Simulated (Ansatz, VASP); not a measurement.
# AgBr: VASP beside Ansatz

```
Ag Br
1.0
     0.00000    2.87015    2.87015
     2.87015    0.00000    2.87015
     2.87015    2.87015    0.00000
Ag Br
1 1
Cartesian
  0.0000 0.0000 0.0000
  2.8702 2.8702 2.8702
```

Alike in both runs: task single point; functional LDA; k mesh 8 × 8 × 8; no spin polarisation.

|  | VASP | Ansatz |
| --- | --- | --- |
| version | VASP 6.6.1 | Ansatz 0.2.0 |
| potentials or method | VASP PAW LDA potentials, release 64 (Ag, Br), cutoff 500 eV | all-electron LAPW, scalar-relativistic |
| occupations | gaussian, width 0.01 eV | fixed |

```tsv
	VASP	Ansatz	Ansatz less VASP
gap on the k mesh at the Fermi level (eV)	0.41	0.38	-0.034
pressure (GPa)	-4.1	-4.2	-0.07
```

LDA's correlation is that of Perdew and Zunger in VASP and of Perdew and Wang (1992) in Ansatz. Ansatz ran all-electron here, and VASP with PAW potentials.
